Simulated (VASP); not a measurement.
# CaMg (P-3m1) in VASP: relaxation of cell and atoms with LDA

Aim: the relaxation of cell and atoms of CaMg with LDA.

Everything below comes from runs of VASP 6.6.1. Logs are shortened: lines on timing, memory, paths and dates and some standing lists are left out, and cuts for length are marked.

## (1) The cell of the first run

It takes space group P-3m1 (No. 164, trigonal). The conventional cell has a = 3.637 Å, b = 3.637 Å, c = 11.336 Å, α = 90.00°, β = 90.00°, γ = 120.00°. Within 4.6 Å of Ca (site symmetry 3m) lie 3 Mg at 3.48 Å and 9 Ca at 3.64 to 3.86 Å. Mg (site symmetry 3m) has 9 Mg at 3.30 to 3.64 Å and 3 Ca at 3.48 Å within 4.3 Å.

## (2) Relaxation of cell and atoms, LDA

INCAR

```
SYSTEM = CaMg
  ALGO = Normal
  EDIFF = 1E-7
  EDIFFG = -0.03
  ENCUT = 840
  GGA = CA
  GGA_COMPAT = .False.
  IBRION = 2
  ISIF = 3
  ISMEAR = -1
  LASPH = .True.
  LCHARG = .False.
  LREAL = .False.
  LWAVE = .False.
  NELM = 120
  NELMIN = 4
  NSW = 80
  PREC = Accurate
  SIGMA = 0.02
```

KPOINTS

```
k-points
0
Gamma
  7 7 2
  0 0 0
```

POSCAR

```
CaMg
1.0
    3.6366936600      0.0000000000      0.0000000000
   -1.8183468300      3.1494691000      0.0000000000
    0.0000000000      0.0000000000     11.3355990000
Ca Mg
2 2
Direct
    0.6666666667      0.3333333333      0.6430200000
    0.3333333333      0.6666666667      0.3569800000
    0.3333333333      0.6666666667      0.8874580000
    0.6666666667      0.3333333333      0.1125420000
```

Potentials or basis: VASP PAW LDA potentials, release 64 (Ca_sv, Mg_sv).

The run is started by

```
$ cat potpaw_LDA.64/Ca_sv/POTCAR potpaw_LDA.64/Mg_sv/POTCAR > POTCAR
$ mpirun -np 1 vasp_std > vasp.out
```

OUTCAR:

```text
SYSTEM = CaMg
   EDIFF = 1E-7
   EDIFFG = -0.03
   ENCUT = 840
   GGA = CA
   IBRION = 2
   ISIF = 3
   ISMEAR = -1
   LASPH = .True.
   LREAL = .False.
   NELM = 120
   NELMIN = 4
   NSW = 80
   PREC = Accurate

 ion  position               nearest neighbor table
   1  0.667  0.333  0.643-
   2  0.333  0.667  0.357-
   3  0.333  0.667  0.887-
   4  0.667  0.333  0.113-

  LATTYP: Found a hexagonal cell.
 ALAT       =     3.6366936600
 C/A-ratio  =     3.1170068364

  Lattice vectors:

 A1 = (   3.6366936600,   0.0000000000,   0.0000000000)
 A2 = (  -1.8183468300,   3.1494691000,   0.0000000000)
 A3 = (   0.0000000000,   0.0000000000,  11.3355990000)

Analysis of symmetry for initial positions (statically):
=====================================================================
 Subroutine PRICEL returns:
 Original cell was already a primitive cell.

 Routine SETGRP: Setting up the symmetry group for a
 hexagonal supercell.

 Subroutine GETGRP returns: Found 12 space group operations
 (whereof 12 operations were pure point group operations)
 out of a pool of 24 trial point group operations.

The static configuration has the point symmetry D_3d.

Analysis of symmetry for dynamics (positions and initial velocities):
=====================================================================
 Subroutine PRICEL returns:
 Original cell was already a primitive cell.

 Routine SETGRP: Setting up the symmetry group for a
 hexagonal supercell.

 Subroutine GETGRP returns: Found 12 space group operations
 (whereof 12 operations were pure point group operations)
 out of a pool of 24 trial point group operations.

The dynamic configuration has the point symmetry D_3d.

 Subroutine INISYM returns: Found 12 space group operations
 (whereof 12 operations are pure point group operations),
 and found     1 'primitive' translations

----------------------------------------------------------------------------------------

                                     Primitive cell

  volume of cell :     129.8340

  direct lattice vectors                    reciprocal lattice vectors
     3.636693660  0.000000000  0.000000000     0.274975044  0.158756916  0.000000000
    -1.818346830  3.149469100  0.000000000     0.000000000  0.317513831  0.000000000
     0.000000000  0.000000000 11.335599000     0.000000000  0.000000000  0.088217658

  length of vectors
     3.636693660  3.636693664 11.335599000     0.317513831  0.317513831  0.088217658

  position of ions in fractional coordinates (direct lattice)
     0.666666667  0.333333333  0.643020000
     0.333333333  0.666666667  0.356980000
     0.333333333  0.666666667  0.887458000
     0.666666667  0.333333333  0.112542000

  ion indices of the primitive-cell ions
   primitive index   ion index
                 1           1
                 2           2
                 3           3
                 4           4

----------------------------------------------------------------------------------------

 KPOINTS: k-points

Automatic generation of k-mesh.
 Grid dimensions read from file:
 generate k-points for:    7    7    2

 Generating k-lattice:

  Cartesian coordinates                     Fractional coordinates (reciprocal lattice)
     0.039282149  0.022679559  0.000000000     0.142857143  0.000000000  0.000000000
     0.000000000  0.045359119  0.000000000     0.000000000  0.142857143  0.000000000
     0.000000000  0.000000000  0.044108829     0.000000000  0.000000000  0.500000000

  Length of vectors
     0.045359119  0.045359119  0.044108829

  Shift w.r.t. Gamma in fractional coordinates (k-lattice)
     0.000000000  0.000000000  0.000000000

 Subroutine IBZKPT returns following result:
 ===========================================

 Found     16 irreducible k-points:

 Following reciprocal coordinates:
            Coordinates               Weight
  0.000000  0.000000  0.000000      1.000000
  0.142857  0.000000  0.000000      6.000000
  0.285714  0.000000  0.000000      6.000000
  0.428571 -0.000000  0.000000      6.000000
  0.142857  0.142857  0.000000      6.000000
  0.285714  0.142857  0.000000     12.000000
[... 8 lines left out ...]
  0.428571  0.142857  0.500000      6.000000
  0.285714  0.285714  0.500000      6.000000
   k-points           NKPTS =     16   k-points in BZ     NKDIM =     16   number of bands    NBANDS=     24
   number of dos      NEDOS =    301   number of ions     NIONS =      4
   total plane-waves  NPLWV = 139968
   dimension x,y,z NGX =    36 NGY =   36 NGZ =  108
   dimension x,y,z NGXF=    72 NGYF=   72 NGZF=  216
   ions per type =               2   2
   NGX,Y,Z   is equivalent  to a cutoff of  16.46, 16.46, 15.84 a.u.
   NGXF,Y,Z  is equivalent  to a cutoff of  32.91, 32.91, 31.68 a.u.
 SYSTEM =  CaMg
   PREC   = accura    normal or accurate (medium, high low for compatibility)
   ISTART =      0    job   : 0-new  1-cont  2-samecut
   ICHARG =      2    charge: 1-file 2-atom 10-const
   ISPIN  =      1    spin polarized calculation?
   LNONCOLLINEAR =      F non collinear calculations
   LSORBIT =      F    spin-orbit coupling
   LASPH  =      T    aspherical Exc in radial PAW
   ENCUT  =  840.0 eV  61.74 Ry    7.86 a.u.   8.59  8.59 26.79*2*pi/ulx,y,z
   NELM   =    120;   NELMIN=  4; NELMDL= -5     # of ELM steps
   EDIFF  = 0.1E-06   stopping-criterion for ELM
   LREAL  =      F    real-space projection
   EDIFFG = -.3E-01   stopping-criterion for IOM
   NSW    =     80    number of steps for IOM
   IBRION =      2    ionic relax: 0-MD 1-quasi-New 2-CG
   NFREE  =      1    steps in history (QN), initial steepest desc. (CG)
   ISIF   =      3    stress and relaxation
   ISYM   =      2    0-nonsym 1-usesym 2-fastsym
   POTIM  = 0.5000    time-step for ionic-motion
   TEBEG  =    0.0;   TEEND  =   0.0 temperature during run
   PSTRESS=    0.0 pullay stress
   NELECT =      40.0000    total number of electrons
   NUPDOWN=      -1.0000    fix difference up-down
   EMIN   =  10.00;   EMAX   =-10.00  energy-range for DOS
   EFERMI =   0.00;   METHOD = LEGACY
   ISMEAR =    -1;   SIGMA  =   0.02  broadening in eV -4-tet -1-fermi 0-gaus
   EFERMI_NEDOS =   21; number of points for ismear=-14 and -15
   IALGO  =     38    algorithm
   IMIX   =      4    mixing-type and parameters
     AMIX     =   0.40;   BMIX     =  1.00
     AMIX_MAG =   1.60;   BMIX_MAG =  1.00
  volume/ion in A,a.u.               =      32.46       219.04
  Fermi-wavevector in a.u.,A,eV,Ry     =   1.105686  2.089444 16.633700  1.222542
  Thomas-Fermi vector in A             =   2.242177
   LORBIT       =      0    0 simple, 1 ext, 2 COOP (PROOUT), +10 PAW based schemes
   GGA     = CA    functional components
   LHFCALC =     F    Hartree Fock is set to
   AEXX    =    0.0000 exact exchange contribution
   IVDW    =     0    specifies the selected vdW correction
   LEPSILON=     F    determine dielectric tensor
   LRPA    =     F    only Hartree local field effects (RPA)
 conjugate gradient relaxation of ions
 non-spin polarized calculation
  energy-cutoff  :      840.00
  volume of cell :      129.83
 maximum number of plane-waves:      7242
 NGX is ok and might be reduce to    36
   NGX = 17   NGY = 17   NGZ = 53

--------------------------------------- Ionic step        1  -------------------------------------------

 number of electron      39.9999994 magnetization

 Free energy of the ion-electron system (eV)
  ---------------------------------------------------
  ext. energy  EPLUGINS =         0.00000000
  ---------------------------------------------------
  free energy    TOTEN  =        -7.60570863 eV

  energy without entropy =       -7.59837711  energy(sigma->0) =       -7.60204287

------------------------ aborting loop because EDIFF is reached ----------------------------------------

  FORCE on cell =-STRESS in cart. coord.  units (eV):
  Direction    XX          YY          ZZ          XY          YZ          ZX
  --------------------------------------------------------------------------------------
  -------------------------------------------------------------------------------------
  Total       -1.2952971     -1.2952971     -1.5507050      0.0000000     -0.0000000      0.0000000
  in kB      -15.9842191    -15.9842191    -19.1360025      0.0000000     -0.0000000      0.0000000
  external PRESSURE =     -17.0348136 kB  Pullay stress =       0.0000000 kB

 VOLUME and BASIS-vectors are now :
 -----------------------------------------------------------------------------
  energy-cutoff  :      840.00
  volume of cell :      129.83
      direct lattice vectors                 reciprocal lattice vectors
     3.636693660  0.000000000  0.000000000     0.274975044  0.158756916  0.000000000
    -1.818346830  3.149469100  0.000000000     0.000000000  0.317513831  0.000000000
     0.000000000  0.000000000 11.335599000     0.000000000  0.000000000  0.088217658

 POSITION                                       TOTAL-FORCE (eV/Angst)
 -----------------------------------------------------------------------------------
      1.81835      1.04982      7.28902         0.000000      0.000000     -0.017481
     -0.00000      2.09965      4.04658        -0.000000     -0.000000      0.017481
     -0.00000      2.09965     10.05987        -0.000000      0.000000      0.059953
      1.81835      1.04982      1.27573         0.000000      0.000000     -0.059953
 -----------------------------------------------------------------------------------
    total drift:                                0.000000     -0.000000      0.000000

  FREE ENERGIE OF THE ION-ELECTRON SYSTEM (eV)
  ---------------------------------------------------
  free  energy   TOTEN  =        -7.6057086298 eV
[... 131 lines left out ...]
 VOLUME and BASIS-vectors are now :
 -----------------------------------------------------------------------------
  energy-cutoff  :      840.00
  volume of cell :      120.13
      direct lattice vectors                 reciprocal lattice vectors
     3.546371704 -0.000000000 -0.000000000     0.281978338  0.162800269  0.000000000
    -1.773185852  3.071247991 -0.000000000     0.000000000  0.325600539  0.000000000
    -0.000000000 -0.000000000 11.029161861     0.000000000  0.000000000  0.090668721

 POSITION                                       TOTAL-FORCE (eV/Angst)
 -----------------------------------------------------------------------------------
      1.77319      1.02375      7.08843         0.000000      0.000000     -0.031779
     -0.00000      2.04750      3.94073        -0.000000     -0.000000      0.031779
     -0.00000      2.04750      9.79566        -0.000000     -0.000000      0.041720
      1.77319      1.02375      1.23350         0.000000      0.000000     -0.041720
 -----------------------------------------------------------------------------------
    total drift:                               -0.000000      0.000000      0.000000

  FREE ENERGIE OF THE ION-ELECTRON SYSTEM (eV)
  ---------------------------------------------------
  free  energy   TOTEN  =        -7.6612168678 eV

  energy  without entropy=       -7.6537673237  energy(sigma->0) =       -7.65749210

--------------------------------------- Ionic step        6  -------------------------------------------

 number of electron      40.0000027 magnetization

 Free energy of the ion-electron system (eV)
  ---------------------------------------------------
  ext. energy  EPLUGINS =         0.00000000
  ---------------------------------------------------
  free energy    TOTEN  =        -7.66244074 eV

  energy without entropy =       -7.65471919  energy(sigma->0) =       -7.65857996

 E-fermi :   2.1775     XC(G=0):  -8.6169

 val. band max:        2.1674746002   @ k =   0.4286  -0.0000   0.0000
 cond. band min:       2.1776407272   @ k =   0.2857   0.2857   0.0000
 fundamental gap:      0.0101661270
 Fermi energy:         2.1774897228

 k-point     1 :       0.0000    0.0000    0.0000
  band No.  band energies     occupation
      1     -73.1038      2.00000
      2     -73.1022      2.00000
      3     -40.5952      2.00000
      4     -40.5952      2.00000
      5     -40.5919      2.00000
      6     -40.5919      2.00000
[... 16 lines left out ...]
     23       4.8476      0.00000
     24       4.8476      0.00000

 k-point     2 :       0.1429    0.0000    0.0000
  band No.  band energies     occupation
      1     -73.1036      2.00000
      2     -73.1022      2.00000
      3     -40.5967      2.00000
      4     -40.5957      2.00000
      5     -40.5942      2.00000
      6     -40.5921      2.00000
[... 407 lines left out ...]
 VOLUME and BASIS-vectors are now :
 -----------------------------------------------------------------------------
  energy-cutoff  :      840.00
  volume of cell :      119.89
      direct lattice vectors                 reciprocal lattice vectors
     3.534940624  0.000000000 -0.000000000     0.282890183  0.163326723  0.000000000
    -1.767470312  3.061348385 -0.000000000    -0.000000000  0.326653446  0.000000000
    -0.000000000 -0.000000000 11.078335956     0.000000000  0.000000000  0.090266264

 POSITION                                       TOTAL-FORCE (eV/Angst)
 -----------------------------------------------------------------------------------
      1.76747      1.02045      7.11316        -0.000000     -0.000000      0.000523
     -0.00000      2.04090      3.96517         0.000000      0.000000     -0.000523
     -0.00000      2.04090      9.84964         0.000000      0.000000     -0.028148
      1.76747      1.02045      1.22870        -0.000000     -0.000000      0.028148
 -----------------------------------------------------------------------------------
    total drift:                                0.000000     -0.000000     -0.000000

  FREE ENERGIE OF THE ION-ELECTRON SYSTEM (eV)
  ---------------------------------------------------
  free  energy   TOTEN  =        -7.6624407371 eV

  energy  without entropy=       -7.6547191910  energy(sigma->0) =       -7.65857996

 reached required accuracy - stopping structural energy minimisation
```

Wall time 8.5 min (1 thread of Intel Xeon Platinum 8175M at 2.50GHz (Skylake/Cascade Lake), shared host); peak memory 0.35 GiB.

Results:

- Free energy: -7.6624 eV
- Relaxed volume: 29.97 Å³/atom
- Relaxed cell: a = 3.535 Å, b = 3.535 Å, c = 11.078 Å, α = 90.00°, β = 90.00°, γ = 120.00°
- Space group after relaxing (to 0.1 Å): P-3m1 (No. 164)
- Energy gained by relaxing: 14.2 meV/atom
- Ionic steps: 6
- Pressure after relaxing: 0.0 GPa
- Largest force after relaxing: 0.028 eV/Å
- Band gap on the k mesh: zero (bands 20 and 21 overlap by 0.53 eV)

Forces in eV/Å, atoms in the order of the input:
```
Ca   0.000  0.000  0.001
Ca   0.000  0.000 -0.001
Mg   0.000  0.000 -0.028
Mg   0.000  0.000  0.028
```

Stress tensor (GPa, compression positive):
```
-0.06  0.00  0.00
 0.00 -0.06  0.00
 0.00  0.00  0.13
```

The path:
| step | energy change (eV) | largest force (eV/Å) | pressure (GPa) | volume (Å³) |
| --- | --- | --- | --- | --- |
| 1 | 0.0000 | 0.0600 | -1.70 | 129.83 |
| 2 | -0.0480 | 0.0642 | -0.64 | 123.46 |
| 3 | -0.0546 | 0.0641 | -0.03 | 120.39 |
| 4 | -0.0547 | 0.0633 | 0.01 | 120.21 |
| 5 | -0.0555 | 0.0417 | 0.00 | 120.13 |
| 6 | -0.0567 | 0.0281 | 0.00 | 119.89 |

Final structure:
```
Ca Mg
1.0
     3.53494    0.00000    0.00000
    -1.76747    3.06135    0.00000
     0.00000    0.00000   11.07834
Ca Mg
2 2
Direct
  0.66667 0.33333 0.64208
  0.33333 0.66667 0.35792
  0.33333 0.66667 0.88909
  0.66667 0.33333 0.11091
```

Levels at points of the mesh, in eV from the Fermi level:
```tsv
k point	band 16	band 17	band 18	band 19	band 20	band 21	band 22	band 23	band 24
(0.00, 0.00, 0.00)	-22.13	-5.70	-3.98	-3.58	-0.91	-0.30	1.68	2.67	2.67
(0.00, 0.00, 0.50)	-22.13	-5.65	-4.45	-2.36	-2.31	0.64	1.29	2.67	2.67
```
